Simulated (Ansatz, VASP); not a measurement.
**Te: VASP beside Ansatz**

```
Te
1.0
     3.31380    0.00000    0.00000
     0.00000    5.47934    0.00000
     0.00000    0.00000    6.23480
Te
3
Direct
  0.00000 0.00000 0.26050
  0.00000 0.00000 0.73950
  0.00000 0.50000 0.00000
```

Alike in both runs: functional PBE; k mesh 6 × 4 × 4; occupations gaussian, width 0.1 eV; no spin polarisation.

Ansatz relaxed the structure, and its values are those at the end. VASP's run is a single point on that final structure, the one shown.

|  | VASP | Ansatz |
| --- | --- | --- |
| version | VASP 6.6.1 | Ansatz 0.2.0 |
| potentials or method | VASP PAW PBE potentials, release 64 (Te), cutoff 520 eV | scalar-relativistic, plane waves, PAW |
| valence electrons in the cell | 18 | 48 |

|  | VASP | Ansatz | Ansatz less VASP |
| --- | --- | --- | --- |
| gap on the k mesh at the Fermi level (eV) | none | none | - |
| pressure (GPa) | 0.1 | 0.1 | +0.04 |
| rms of the force components (eV/Å) | 0.012 | 0.014 | +0.0018 |

A gap of «none» marks a metal or a gap that the smearing closes. VASP's potentials hold 18 valence electrons a cell and Ansatz's 48, so a difference there can come from the potentials and not from the codes.

Neither program's run includes spin-orbit coupling.
